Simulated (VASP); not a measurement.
# I (P-1) in VASP: density of states with LDA

Aim: the density of states of I with LDA.

All numbers are computed with VASP 6.6.1; they aren't measurements. Logs are shortened: lines on timing, memory, paths and dates and some standing lists are left out, and cuts for length are marked.

**1. The cell of the first run**

The typed cell holds 1 atom: a = 4.906 Å, b = 4.824 Å, c = 4.824 Å, α = 141.50°, β = 140.72°, γ = 56.24°.

**2. Density of states, LDA (the cell strained at random)**

Contents of POSCAR:

```
I
1.0
   -1.6067130000      1.6966180000      4.3135590000
    1.5905010000     -1.5911310000      4.2674040000
    1.5900590000      1.5744770000     -4.2735520000
I
1
Direct
    0.0000000000      0.0000000000      0.0000000000
```

Contents of INCAR.step1:

```
SYSTEM = I
PREC     = Accurate       ! precision mode
ENCUT    = 520            ! plane-wave cutoff, eV
EDIFF    = 1E-6           ! SCF threshold, eV
ISMEAR   = -1             ! smearing method
SIGMA    = 0.15           ! smearing width, eV
LREAL    = .FALSE.        ! projectors in reciprocal space
LASPH    = .TRUE.         ! aspherical terms in the spheres
NELM     = 80             ! most SCF steps
ALGO     = Normal         ! electronic algorithm
ISIF     = 2              ! what is computed and relaxed
LWAVE    = .FALSE.        ! write WAVECAR
LCHARG   = .TRUE.         ! write CHGCAR
NBANDS   = 10             ! bands
```

Contents of KPOINTS.step1:

```
Automatic mesh
0
G
  6 6 7
  0 0 0
```

Contents of INCAR.step2:

```
SYSTEM = I
PREC     = Accurate       ! precision mode
ENCUT    = 520            ! plane-wave cutoff, eV
EDIFF    = 1E-6           ! SCF threshold, eV
ISMEAR   = -5             ! smearing method
SIGMA    = 0.15           ! smearing width, eV
LREAL    = .FALSE.        ! projectors in reciprocal space
LASPH    = .TRUE.         ! aspherical terms in the spheres
NELM     = 80             ! most SCF steps
ALGO     = Normal         ! electronic algorithm
ISIF     = 2              ! what is computed and relaxed
LWAVE    = .FALSE.        ! write WAVECAR
LCHARG   = .FALSE.        ! write CHGCAR
LORBIT   = 11             ! projections on sites
NBANDS   = 10             ! bands
NEDOS    = 1001           ! points of the DOS
ICHARG   = 11             ! starting density
```

Contents of KPOINTS.step2:

```
Automatic mesh
0
G
  9 9 11
  0 0 0
```

Potentials or basis: VASP PAW LDA potentials, release 64 (I).

Run with:

```console
cat potpaw_LDA.64/I/POTCAR > POTCAR
cp INCAR.step1 INCAR
cp KPOINTS.step1 KPOINTS
mpirun -np 1 vasp_std > vasp.out
cp INCAR.step2 INCAR
cp KPOINTS.step2 KPOINTS
mpirun -np 1 vasp_std > vasp.out
```

OUTCAR:

```text
SYSTEM = I
   PREC = Accurate
   ENCUT = 520
   EDIFF = 1E-6
   ISMEAR = -5
   LREAL = .FALSE.
   LASPH = .TRUE.
   NELM = 80
   ISIF = 2
   LORBIT = 11
   ICHARG = 11

 ion  position               nearest neighbor table
   1  0.000  0.000  0.000-

  LATTYP: Found a triclinic cell.
 ALAT       =     3.2713820344
 B/A-ratio  =     1.3874975202
 C/A-ratio  =     1.4746426344
 COS(alpha) =     0.0000710730
 COS(beta)  =     0.3206596820
 COS(gamma) =     0.7134695046

  Lattice vectors:

 A1 = (  -0.0166540000,   3.2710950000,   0.0400070000)
 A2 = (   3.1639060000,   3.2544410000,   0.0338590000)
 A3 = (  -1.5905010000,   1.5911310000,  -4.2674040000)

Analysis of symmetry for initial positions (statically):
=====================================================================
 Subroutine PRICEL returns:
 Original cell was already a primitive cell.

 Routine SETGRP: Setting up the symmetry group for a
 triclinic supercell.

 Subroutine GETGRP returns: Found  2 space group operations
 (whereof  2 operations were pure point group operations)
 out of a pool of  2 trial point group operations.

The static configuration has the point symmetry S_2 .

Analysis of symmetry for dynamics (positions and initial velocities):
=====================================================================
 Subroutine PRICEL returns:
 Original cell was already a primitive cell.

 Routine SETGRP: Setting up the symmetry group for a
 triclinic supercell.

 Subroutine GETGRP returns: Found  2 space group operations
 (whereof  2 operations were pure point group operations)
 out of a pool of  2 trial point group operations.

The dynamic configuration has the point symmetry S_2 .

 Subroutine INISYM returns: Found  2 space group operations
 (whereof  2 operations are pure point group operations),
 and found     1 'primitive' translations

----------------------------------------------------------------------------------------

                                     Primitive cell

  volume of cell :      44.6297

  direct lattice vectors                    reciprocal lattice vectors
    -1.606713000  1.696618000  4.313559000     0.001811608  0.304337665  0.112799193
[... 84 lines left out ...]
   ENCUT  =  520.0 eV  38.22 Ry    6.18 a.u.   9.12  8.97  8.97*2*pi/ulx,y,z
   NELM   =     80;   NELMIN=  2; NELMDL=  0     # of ELM steps
   EDIFF  = 0.1E-05   stopping-criterion for ELM
   LREAL  =      F    real-space projection
   EDIFFG = 0.1E-04   stopping-criterion for IOM
   NSW    =      0    number of steps for IOM
   IBRION =     -1    ionic relax: 0-MD 1-quasi-New 2-CG
   NFREE  =      0    steps in history (QN), initial steepest desc. (CG)
   ISIF   =      2    stress and relaxation
   ISYM   =      2    0-nonsym 1-usesym 2-fastsym
   POTIM  = 0.5000    time-step for ionic-motion
   TEBEG  =    0.0;   TEEND  =   0.0 temperature during run
   PSTRESS=    0.0 pullay stress
   NELECT =       7.0000    total number of electrons
   NUPDOWN=      -1.0000    fix difference up-down
   EMIN   =  10.00;   EMAX   =-10.00  energy-range for DOS
   EFERMI =   0.00;   METHOD = LEGACY
   ISMEAR =    -5;   SIGMA  =   0.15  broadening in eV -4-tet -1-fermi 0-gaus
   EFERMI_NEDOS =   21; number of points for ismear=-14 and -15
   IALGO  =     38    algorithm
   IMIX   =      4    mixing-type and parameters
     AMIX     =   0.40;   BMIX     =  1.00
     AMIX_MAG =   1.60;   BMIX_MAG =  1.00
  volume/ion in A,a.u.               =      44.63       301.18
  Fermi-wavevector in a.u.,A,eV,Ry     =   0.882875  1.668392 10.605317  0.779469
  Thomas-Fermi vector in A             =   2.003566
   LORBIT       =     11    0 simple, 1 ext, 2 COOP (PROOUT), +10 PAW based schemes
   GGA     = CA    functional components
   LHFCALC =     F    Hartree Fock is set to
   AEXX    =    0.0000 exact exchange contribution
   IVDW    =     0    specifies the selected vdW correction
   LEPSILON=     F    determine dielectric tensor
   LRPA    =     F    only Hartree local field effects (RPA)
 non-spin polarized calculation
 Fermi weights with tetrahedron method with Bloechl corrections
  energy-cutoff  :      520.00
  volume of cell :       44.63
 maximum number of plane-waves:      1220

 number of electron       7.0000000 magnetization

 Free energy of the ion-electron system (eV)
  ---------------------------------------------------
  ext. energy  EPLUGINS =         0.00000000
  ---------------------------------------------------
  free energy    TOTEN  =        -1.89956196 eV

  energy without entropy =       -1.89956196  energy(sigma->0) =       -1.89956196

 E-fermi :   2.4135     XC(G=0):  -8.1309

 val. band max:        2.5898615471   @ k =  -0.1111  -0.2222   0.1818
 cond. band min:       2.2597595611   @ k =   0.4444  -0.3333   0.4545
 fundamental gap:     -0.3301019861
 Fermi energy:         2.4135371498

 k-point     1 :       0.0000    0.0000    0.0000
  band No.  band energies     occupation
      1     -11.3365      2.00000
      2       0.1477      2.00000
      3       3.0522     -0.40562
      4       3.5812      0.00000
      5       6.3385      0.00000
      6       9.7668      0.00000
      7      10.4657      0.00000
      8      14.6860      0.00000
      9      14.7394      0.00000
     10      15.3563      0.00000
[... 287 lines left out ...]
 k-point    24 :       0.0000    0.3333    0.0000
  band No.  band energies     occupation
      1     -10.3095      2.00000
      2      -1.5192      2.00000
      3       0.6232      2.00000
      4       3.7873      0.00000
      5       7.8264      0.00000
      6       9.9264      0.00000
      7      11.0331      0.00000
      8      14.7717      0.00000
      9      15.5482      0.00000
     10      16.3356      0.00000

 [... further k-points ...]
[... 5 lines left out ...]
  --------------------------------------------------------------------------------------
  -------------------------------------------------------------------------------------
  Total       -0.7859515     -0.6267696     -0.4062768     -0.0278794     -0.0064336     -0.0028257
  in kB      -28.2151207    -22.5005997    -14.5850576     -1.0008509     -0.2309615     -0.1014389
  external PRESSURE =     -21.7669260 kB  Pullay stress =       0.0000000 kB

 VOLUME and BASIS-vectors are now :
 -----------------------------------------------------------------------------
  energy-cutoff  :      520.00
  volume of cell :       44.63
      direct lattice vectors                 reciprocal lattice vectors
    -1.606713000  1.696618000  4.313559000     0.001811608  0.304337665  0.112799193
     1.590501000 -1.591131000  4.267404000     0.314637338  0.000169354  0.117129399
     1.590059000  1.574477000 -4.273552000     0.316013264  0.307355843 -0.003181326

 POSITION                                       TOTAL-FORCE (eV/Angst)
 -----------------------------------------------------------------------------------
      0.00000      0.00000      0.00000         0.000000      0.000000     -0.000000
 -----------------------------------------------------------------------------------
    total drift:                               -0.000000      0.000000      0.000000

  FREE ENERGIE OF THE ION-ELECTRON SYSTEM (eV)
  ---------------------------------------------------
  free  energy   TOTEN  =        -1.8995619619 eV

  energy  without entropy=       -1.8995619619  energy(sigma->0) =       -1.89956196

 total charge

# of ion       s       p       d       tot
------------------------------------------
    1        1.554   2.598   0.026   4.178
```

OUTCAR.step1:

```text
SYSTEM = I
   PREC = Accurate
   ENCUT = 520
   EDIFF = 1E-6
   ISMEAR = -1
   LREAL = .FALSE.
[... 531 lines left out ...]

 POSITION                                       TOTAL-FORCE (eV/Angst)
 -----------------------------------------------------------------------------------
      0.00000      0.00000      0.00000         0.000000      0.000000      0.000000
 -----------------------------------------------------------------------------------
    total drift:                               -0.000000      0.000000      0.000000

  FREE ENERGIE OF THE ION-ELECTRON SYSTEM (eV)
  ---------------------------------------------------
  free  energy   TOTEN  =        -1.9191712054 eV

  energy  without entropy=       -1.8776124579  energy(sigma->0) =       -1.89839183
```

Run time: 3.8 min. Hardware: 1 thread of Intel Xeon Platinum 8375C at 2.90GHz (Ice Lake), shared host; peak memory 0.31 GiB.

What came out:

```yaml
Valence_electrons_inside_the_program's_atomic_spheres: I 4.18
```

Caveat: the k points lie up to 0.40 Å⁻¹ apart; the cell differs from its parent crystal (the cell strained at random); spin-orbit coupling is left out, which moves the levels of the heavy elements; an odd number of electrons without spin polarisation forces a metal; a magnetic or distorted state may lie lower; tetrahedron occupations give inexact forces and stress in metals.
